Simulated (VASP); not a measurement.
Set up this calculation in VASP 6.6.1, as the native input.

```yaml
Task: relaxation of cell and atoms
Functional: PBEsol
Potentials_or_basis: VASP PAW PBE potentials, release 64 (Ti_sv, O)
Cutoff: 600 eV
k_mesh: 18 × 18 × 16
Occupations: gaussian, width 0.1 eV
Spin: no spin polarisation
Dipole_correction: no
Further_INCAR_settings: ALGO = Normal; EDIFF = 1e-06; IBRION = 2; EDIFFG = -0.005; NSW = 100; ISIF = 3
```

The structure of TiO lies in POSCAR:

```
TiO
1.0
    2.7870572578      0.0000000000      0.0000000000
   -1.3935286289      2.4136623871      0.0000000000
    0.0000000000      0.0000000000      2.7975367065
Ti O
1 1
Direct
    0.6666666667      0.3333333333      0.0000000000
    0.0000000000      0.0000000000      0.5000000000
```

The input as run:

INCAR

```
SYSTEM = TiO
ALGO = Normal ; EDIFF = 1E-6
EDIFFG = -0.005 ; ENCUT = 600
GGA = PS ; IBRION = 2
ISIF = 3 ; ISMEAR = 0
LASPH = .TRUE. ; LCHARG = .FALSE.
LREAL = .FALSE. ; LWAVE = .FALSE.
NELM = 80 ; NSW = 100
PREC = Accurate ; SIGMA = 0.1
```

KPOINTS

```
k-points
0
G
  18 18 16
  0 0 0
```

Potentials or basis: VASP PAW PBE potentials, release 64 (Ti_sv, O).

The run is started by

```console
$ cat potpaw_PBE.64/Ti_sv/POTCAR potpaw_PBE.64/O/POTCAR > POTCAR
$ mpirun -np 1 vasp_std > vasp.out
```

It gave:

```
Relaxed volume                        : 9.43 Å³/atom
Relaxed cell                          : a = 2.791 Å, b = 2.791 Å, c = 2.797 Å, α = 90.00°, β = 90.00°, γ = 120.00°
Space group after relaxing (to 0.1 Å) : P-6m2 (No. 187)
Energy gained by relaxing             : 0.0 meV/atom
Ionic steps                           : 4
Pressure after relaxing               : 0.0 GPa
Band gap on the k mesh                : zero (bands 9 and 10 overlap by 0.07 eV)
```

Caveat: the PAW data sets were made with another functional, which shifts forces and pressure a little; semilocal functionals often make such compounds metallic where correlation or magnetic order opens a gap, which also shifts bond lengths.

It took 2.8 min on 1 thread of Intel Xeon 8259CL (shared host), peak memory 0.23 GiB.
